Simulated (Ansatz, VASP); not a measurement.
**One calculation of KOs, two programs**

```
CELL_PARAMETERS angstrom
4.06033 0.00000 0.00000
-2.03017 3.51635 0.00000
0.00000 0.00000 5.77169
ATOMIC_POSITIONS crystal
K 0.33333 0.66667 0.50000
Os 0.00000 0.00000 0.00000
```

Alike in both runs: task single point; functional PBE; k mesh 6 × 6 × 4; occupations gaussian, width 0.1 eV; no spin polarisation.

|  | VASP | Ansatz |
| --- | --- | --- |
| version | VASP 6.6.1 | Ansatz 0.2.0 |
| potentials or method | VASP PAW PBE potentials, release 64 (K_sv, Os), cutoff 520 eV | scalar-relativistic, plane waves, PAW |
| valence electrons in the cell | 17 | 25 |

Ansatz gave:

| Property | Result |
| --- | --- |
| gap on the k mesh at the Fermi level (eV) | none |
| pressure (GPa) | -7.1 |
| traceless stress, the component that is largest in VASP (GPa) | 3.20 |

Task: What did VASP give for the same quantities?

Result: gap on the k mesh at the Fermi level (eV): none; pressure (GPa): -7.1; traceless stress, the component that is largest in VASP (GPa): 3.14.

A gap of «none» marks a metal or a gap that the smearing closes. VASP's potentials hold 17 valence electrons a cell and Ansatz's 25, so a difference there can come from the potentials and not from the codes.

Neither program's run includes spin-orbit coupling.
